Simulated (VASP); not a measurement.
# Hg (P6_3/mmc) in VASP: a series of runs

The runs below take Hg through single point, relaxation of cell and atoms, with LDA.

Everything below comes from runs of VASP 6.6.1. Logs are shortened: lines on timing, memory, paths and dates and some standing lists are left out, and cuts for length are marked.

## Step 1: The cell of the first run

Symmetry: P6_3/mmc, No. 194, hexagonal system. The conventional cell has a = 3.012 Å, b = 3.012 Å, c = 4.977 Å, α = 90.00°, β = 90.00°, γ = 120.00°. Within 4.0 Å of Hg (site symmetry -6m2) lie 12 Hg at 3.01 to 3.04 Å.

## Step 2: Single point, LDA

INCAR reads:

```
PREC = Accurate
ENCUT = 550
EDIFF = 1E-6
ISMEAR = -1
SIGMA = 0.1
LREAL = F
LASPH = T
NELM = 120
ALGO = Normal
ISIF = 2
LWAVE = F
LCHARG = F
GGA = CA
NBANDS = 27
GGA_COMPAT = F
```

KPOINTS reads:

```
Automatic mesh
0
Gamma
  14 14 8
```

POSCAR reads:

```
Hg
1.0
    3.0118511465      0.0000000000      0.0000000000
   -1.5059255733      2.6083396052      0.0000000000
    0.0000000000      0.0000000000      4.9773035231
Hg
2
Direct
    0.3333333333      0.6666666667      0.2500000000
    0.6666666667      0.3333333333      0.7500000000
```

Potentials or basis: VASP PAW LDA potentials, release 64 (Hg_sv_GW).

Run with:

```
$ cat potpaw_LDA.64/Hg_sv_GW/POTCAR > POTCAR
$ mpirun -np 1 vasp_std > vasp.out
```

OUTCAR:

```text
PREC = Accurate
   ENCUT = 550
   EDIFF = 1E-6
   ISMEAR = -1
   LREAL = F
   LASPH = T
   NELM = 120
   ISIF = 2
   GGA = CA

 ion  position               nearest neighbor table
   1  0.333  0.667  0.250-   2 3.04   2 3.04   2 3.04   2 3.04   2 3.04   2 3.04
   2  0.667  0.333  0.750-   1 3.04   1 3.04   1 3.04   1 3.04   1 3.04   1 3.04

  LATTYP: Found a hexagonal cell.
 ALAT       =     3.0118511465
 C/A-ratio  =     1.6525728799

  Lattice vectors:

 A1 = (   3.0118511465,   0.0000000000,   0.0000000000)
 A2 = (  -1.5059255733,   2.6083396052,   0.0000000000)
 A3 = (   0.0000000000,   0.0000000000,   4.9773035231)

Analysis of symmetry for initial positions (statically):
=====================================================================
 Subroutine PRICEL returns:
 Original cell was already a primitive cell.

 Routine SETGRP: Setting up the symmetry group for a
 hexagonal supercell.

 Subroutine GETGRP returns: Found 24 space group operations
 (whereof 12 operations were pure point group operations)
 out of a pool of 24 trial point group operations.

The static configuration has the point symmetry D_3d.
 The point group associated with its full space group is D_6h.

Analysis of symmetry for dynamics (positions and initial velocities):
=====================================================================
 Subroutine PRICEL returns:
 Original cell was already a primitive cell.

 Routine SETGRP: Setting up the symmetry group for a
 hexagonal supercell.

 Subroutine GETGRP returns: Found 24 space group operations
 (whereof 12 operations were pure point group operations)
 out of a pool of 24 trial point group operations.

The dynamic configuration has the point symmetry D_3d.
 The point group associated with its full space group is D_6h.

 Subroutine INISYM returns: Found 24 space group operations
 (whereof 12 operations are pure point group operations),
 and found     1 'primitive' translations

----------------------------------------------------------------------------------------

                                     Primitive cell

  volume of cell :      39.1014

  direct lattice vectors                    reciprocal lattice vectors
     3.011851147  0.000000000  0.000000000     0.332021721  0.191692830  0.000000000
    -1.505925573  2.608339605  0.000000000     0.000000000  0.383385660  0.000000000
     0.000000000  0.000000000  4.977303523     0.000000000  0.000000000  0.200911999

  length of vectors
     3.011851147  3.011851146  4.977303523     0.383385660  0.383385660  0.200911999

  position of ions in fractional coordinates (direct lattice)
     0.333333333  0.666666667  0.250000000
     0.666666667  0.333333333  0.750000000

  ion indices of the primitive-cell ions
   primitive index   ion index
                 1           1
                 2           2

----------------------------------------------------------------------------------------

 KPOINTS: Automatic mesh

Automatic generation of k-mesh.
 Grid dimensions read from file:
 generate k-points for:   14   14    8

 Generating k-lattice:

  Cartesian coordinates                     Fractional coordinates (reciprocal lattice)
     0.023715837  0.013692345  0.000000000     0.071428571  0.000000000  0.000000000
     0.000000000  0.027384690  0.000000000     0.000000000  0.071428571  0.000000000
     0.000000000  0.000000000  0.025114000     0.000000000  0.000000000  0.125000000

  Length of vectors
     0.027384690  0.027384690  0.025114000

  Shift w.r.t. Gamma in fractional coordinates (k-lattice)
     0.000000000  0.000000000  0.000000000

 Subroutine IBZKPT returns following result:
 ===========================================

 Found    120 irreducible k-points:

 Following reciprocal coordinates:
            Coordinates               Weight
  0.000000  0.000000  0.000000      1.000000
  0.071429  0.000000  0.000000      6.000000
  0.142857 -0.000000  0.000000      6.000000
  0.214286 -0.000000  0.000000      6.000000
  0.285714 -0.000000  0.000000      6.000000
  0.357143 -0.000000  0.000000      6.000000
[... 16 lines left out ...]
  0.285714  0.285714  0.000000      6.000000
  0.357143  0.285714  0.000000      6.000000
 [... further k-points ...]
   k-points           NKPTS =    120   k-points in BZ     NKDIM =    120   number of bands    NBANDS=     27
   number of dos      NEDOS =    301   number of ions     NIONS =      2
   total plane-waves  NPLWV =  23040
   dimension x,y,z NGX =    24 NGY =   24 NGZ =   40
   dimension x,y,z NGXF=    48 NGYF=   48 NGZF=   80
   ions per type =               2
   NGX,Y,Z   is equivalent  to a cutoff of  13.25, 13.25, 13.36 a.u.
   NGXF,Y,Z  is equivalent  to a cutoff of  26.49, 26.49, 26.72 a.u.
 SYSTEM =  unknown system
   PREC   = accura    normal or accurate (medium, high low for compatibility)
   ISTART =      0    job   : 0-new  1-cont  2-samecut
   ICHARG =      2    charge: 1-file 2-atom 10-const
   ISPIN  =      1    spin polarized calculation?
   LNONCOLLINEAR =      F non collinear calculations
   LSORBIT =      F    spin-orbit coupling
   LASPH  =      T    aspherical Exc in radial PAW
   ENCUT  =  550.0 eV  40.42 Ry    6.36 a.u.   5.76  5.76  9.52*2*pi/ulx,y,z
   NELM   =    120;   NELMIN=  2; NELMDL= -5     # of ELM steps
   EDIFF  = 0.1E-05   stopping-criterion for ELM
   LREAL  =      F    real-space projection
   EDIFFG = 0.1E-04   stopping-criterion for IOM
   NSW    =      0    number of steps for IOM
   IBRION =     -1    ionic relax: 0-MD 1-quasi-New 2-CG
   NFREE  =      0    steps in history (QN), initial steepest desc. (CG)
   ISIF   =      2    stress and relaxation
   ISYM   =      2    0-nonsym 1-usesym 2-fastsym
   POTIM  = 0.5000    time-step for ionic-motion
   TEBEG  =    0.0;   TEEND  =   0.0 temperature during run
   PSTRESS=    0.0 pullay stress
   NELECT =      40.0000    total number of electrons
   NUPDOWN=      -1.0000    fix difference up-down
   EMIN   =  10.00;   EMAX   =-10.00  energy-range for DOS
   EFERMI =   0.00;   METHOD = LEGACY
   ISMEAR =    -1;   SIGMA  =   0.10  broadening in eV -4-tet -1-fermi 0-gaus
   EFERMI_NEDOS =   21; number of points for ismear=-14 and -15
   IALGO  =     38    algorithm
   IMIX   =      4    mixing-type and parameters
     AMIX     =   0.40;   BMIX     =  1.00
     AMIX_MAG =   1.60;   BMIX_MAG =  1.00
  volume/ion in A,a.u.               =      19.55       131.93
  Fermi-wavevector in a.u.,A,eV,Ry     =   1.649545  3.117189 37.021447  2.721000
  Thomas-Fermi vector in A             =   2.738647
   LORBIT       =      0    0 simple, 1 ext, 2 COOP (PROOUT), +10 PAW based schemes
   GGA     = CA    functional components
   LHFCALC =     F    Hartree Fock is set to
   AEXX    =    0.0000 exact exchange contribution
   IVDW    =     0    specifies the selected vdW correction
   LEPSILON=     F    determine dielectric tensor
   LRPA    =     F    only Hartree local field effects (RPA)
 non-spin polarized calculation
  energy-cutoff  :      550.00
  volume of cell :       39.10
 maximum number of plane-waves:      1172
 NGX is ok and might be reduce to    24
   NGX = 11   NGY = 11   NGZ = 19

 number of electron      40.0000007 magnetization

 Free energy of the ion-electron system (eV)
  ---------------------------------------------------
  ext. energy  EPLUGINS =         0.00000000
  ---------------------------------------------------
  free energy    TOTEN  =        -1.76307326 eV

  energy without entropy =       -1.73834185  energy(sigma->0) =       -1.75070756

 E-fermi :   8.2150     XC(G=0): -12.8632

 val. band max:        8.2014884123   @ k =   0.3571  -0.0000   0.0000
 cond. band min:       8.2191796521   @ k =   0.4286   0.1429   0.5000
 fundamental gap:      0.0176912398
 Fermi energy:         8.2149596445

 k-point     1 :       0.0000    0.0000    0.0000
  band No.  band energies     occupation
      1    -106.8454      2.00000
      2    -106.8421      2.00000
      3     -55.5047      2.00000
      4     -55.4340      2.00000
      5     -55.4340      2.00000
      6     -55.4231      2.00000
[... 19 lines left out ...]
     26      22.6522      0.00000
     27      25.2216      0.00000

 k-point     2 :       0.0714    0.0000    0.0000
  band No.  band energies     occupation
      1    -106.8452      2.00000
      2    -106.8420      2.00000
      3     -55.5034      2.00000
      4     -55.4374      2.00000
      5     -55.4351      2.00000
      6     -55.4247      2.00000
[... 19 lines left out ...]
     26      23.1738      0.00000
     27      25.2184      0.00000

 k-point     3 :       0.1429   -0.0000    0.0000
  band No.  band energies     occupation
      1    -106.8448      2.00000
      2    -106.8418      2.00000
      3     -55.4998      2.00000
      4     -55.4468      2.00000
      5     -55.4381      2.00000
      6     -55.4345      2.00000
[... 19 lines left out ...]
     26      23.3042      0.00000
     27      23.6049      0.00000

 k-point     4 :       0.2143   -0.0000    0.0000
  band No.  band energies     occupation
      1    -106.8441      2.00000
      2    -106.8415      2.00000
      3     -55.4941      2.00000
      4     -55.4600      2.00000
      5     -55.4484      2.00000
      6     -55.4423      2.00000
[... 19 lines left out ...]
     26      21.6710      0.00000
     27      22.7513      0.00000
[... 516 lines left out ...]
      4     -55.4823      2.00000
      5     -55.4679      2.00000
      6     -55.4647      2.00000
[... 19 lines left out ...]
     26      17.4069      0.00000
     27      18.8919      0.00000

 k-point    23 :       0.2857    0.2857    0.0000
  band No.  band energies     occupation
      1    -106.8413      2.00000
      2    -106.8407      2.00000
      3     -55.4887      2.00000
      4     -55.4814      2.00000
      5     -55.4693      2.00000
      6     -55.4637      2.00000
[... 19 lines left out ...]
     26      16.5536      0.00000
     27      18.4334      0.00000

 k-point    24 :       0.3571    0.2857    0.0000
  band No.  band energies     occupation
      1    -106.8411      2.00000
      2    -106.8408      2.00000
      3     -55.4885      2.00000
      4     -55.4773      2.00000
      5     -55.4750      2.00000
      6     -55.4621      2.00000
[... 19 lines left out ...]
     26      15.6521      0.00000
     27      18.2595      0.00000

 [... further k-points ...]

------------------------ aborting loop because EDIFF is reached ----------------------------------------

  FORCE on cell =-STRESS in cart. coord.  units (eV):
  Direction    XX          YY          ZZ          XY          YZ          ZX
  --------------------------------------------------------------------------------------
  -------------------------------------------------------------------------------------
  Total        2.3241811      2.3241811      2.3283121     -0.0000000     -0.0000000      0.0000000
  in kB       95.2332902     95.2332902     95.4025578     -0.0000000     -0.0000000      0.0000000
  external PRESSURE =      95.2897127 kB  Pullay stress =       0.0000000 kB

 VOLUME and BASIS-vectors are now :
 -----------------------------------------------------------------------------
  energy-cutoff  :      550.00
  volume of cell :       39.10
      direct lattice vectors                 reciprocal lattice vectors
     3.011851147  0.000000000  0.000000000     0.332021721  0.191692830  0.000000000
    -1.505925573  2.608339605  0.000000000     0.000000000  0.383385660  0.000000000
     0.000000000  0.000000000  4.977303523     0.000000000  0.000000000  0.200911999

 POSITION                                       TOTAL-FORCE (eV/Angst)
 -----------------------------------------------------------------------------------
     -0.00000      1.73889      1.24433        -0.000000      0.000000      0.000000
      1.50593      0.86945      3.73298         0.000000     -0.000000      0.000000
 -----------------------------------------------------------------------------------
    total drift:                               -0.000001      0.000000     -0.000000

  FREE ENERGIE OF THE ION-ELECTRON SYSTEM (eV)
  ---------------------------------------------------
  free  energy   TOTEN  =        -1.7630732620 eV

  energy  without entropy=       -1.7383418489  energy(sigma->0) =       -1.75070756
```

Run time: 40 s. Hardware: 1 thread of Intel Xeon 6975P-C (Granite Rapids), shared host; peak memory 0.24 GiB.

What came out:

```
Free energy            : -1.7631 eV
Pressure               : 9.5 GPa
Band gap on the k mesh : zero (bands 20 and 21 overlap by 1.79 eV)
```

Caveat: the cell stands under pressure; spin-orbit coupling is left out, which moves the levels of the heavy elements.

## Step 3: Relaxation of cell and atoms, LDA, target pressure 9.5 GPa, at which the enthalpy is minimised

INCAR reads:

```
PREC = Accurate
ENCUT = 600
EDIFF = 1E-6
ISMEAR = -1
SIGMA = 0.1
LREAL = False
LASPH = True
NELM = 80
ALGO = Normal
ISIF = 3
LWAVE = False
LCHARG = False
GGA = CA
IBRION = 2
NSW = 32
EDIFFG = -0.005
PSTRESS = 95.0
```

KPOINTS is that of step 2.

POSCAR is that of step 2.

Potentials or basis: VASP PAW LDA potentials, release 64 (Hg).

Run with:

```
$ cat potpaw_LDA.64/Hg/POTCAR > POTCAR
$ mpirun -np 1 vasp_std > vasp.out
```

Run time: 2.1 min. Hardware: 1 thread of Intel Xeon 6975P-C (Granite Rapids), shared host; peak memory 0.21 GiB.

It converged, with:

```
Free energy                                                : -1.7463 eV
Relaxed volume                                             : 19.77 Å³/atom
Relaxed cell                                               : a = 3.023 Å, b = 3.023 Å, c = 4.996 Å, α = 90.00°, β = 90.00°, γ = 120.00°
Space group after relaxing (to 0.1 Å)                      : P6_3/mmc (No. 194)
Energy change on relaxing (the run minimises the enthalpy) : -14.1 meV/atom
Ionic steps                                                : 4
Pressure after relaxing                                    : 9.5 GPa
Band gap on the k mesh                                     : zero (bands 12 and 13 overlap by 1.82 eV)
```

The path:
```csv
step,energy change (eV),largest force (eV/Å),pressure (GPa),volume (Å³)
1,0.0000,0.0000,10.77,39.10
2,-0.0528,0.0000,8.35,39.99
3,-0.0290,0.0000,9.46,39.56
4,-0.0282,0.0000,9.50,39.55
```

Final structure:
```
Hg
1.0
     3.02325    0.00000    0.00000
    -1.51162    2.61821    0.00000
     0.00000    0.00000    4.99609
Hg
2
Cartesian
  0.0000 1.7455 1.2490
  1.5116 0.8727 3.7471
```

Levels at points of the mesh, in eV from the Fermi level:
```tsv
k point	band 10	band 11	band 12	band 13	band 14	band 15
(0.00, 0.00, 0.00)	-6.27	-6.27	-2.71	-1.47	13.35	14.18
(0.50, 0.00, 0.00)	-5.99	-2.80	-2.38	2.81	3.26	4.07
(0.00, 0.00, 0.50)	-6.57	-6.57	-6.57	7.08	7.08	13.62
(0.50, 0.00, 0.50)	-6.04	-1.86	-1.86	-0.25	-0.25	10.03
```

Caveat: the cell is relaxed towards a set pressure, so the run minimises the enthalpy, not the energy; spin-orbit coupling is left out, which moves the levels of the heavy elements.
